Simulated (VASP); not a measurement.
A run of VASP 6.6.1 is set up as follows.

INCAR

```
SYSTEM = CaS3
PREC = Accurate
ENCUT = 520
EDIFF = 1E-7
ISMEAR = 0
SIGMA = 0.1
LREAL = .False.
LASPH = .True.
NELM = 60
ALGO = Normal
ISIF = 2
LWAVE = .False.
LCHARG = .False.
GGA = PE
NBANDS = 22
```

The input KPOINTS:

```
regular mesh
0
Gamma
  8 4 4
  0 0 0
```

Contents of POSCAR:

```
CaS3
1.0
    3.7011514031      0.0000000000      0.0000000000
    0.0000000000      5.2336240369      0.0000000000
    0.0000000000      0.0000000000      4.6044838637
Ca S
1 3
Direct
    0.5000000000      0.5000000000      0.5000000000
    0.0000000000      0.0000000000      0.2851905800
    0.0000000000      0.0000000000      0.7148094200
    0.0000000000      0.5000000000      0.0000000000
```

Potentials or basis: VASP PAW PBE potentials, release 64 (Ca_sv, S).

Run with:

```bash
$ cat potpaw_PBE.64/Ca_sv/POTCAR potpaw_PBE.64/S/POTCAR > POTCAR
$ mpirun -np 1 vasp_std > vasp.out
```

**Question.** What does it give for the band gap on the k mesh?

**Answer.** Zero (band 14 reaches 5.06 eV, above the bottom of band 15 at 3.10 eV).

**Question.** Predict the pressure.

**Answer.** 0.0 GPa.

Stress tensor (GPa, compression positive):
```
 0.43  0.00  0.00
 0.00 -0.07  0.00
 0.00  0.00 -0.28
```
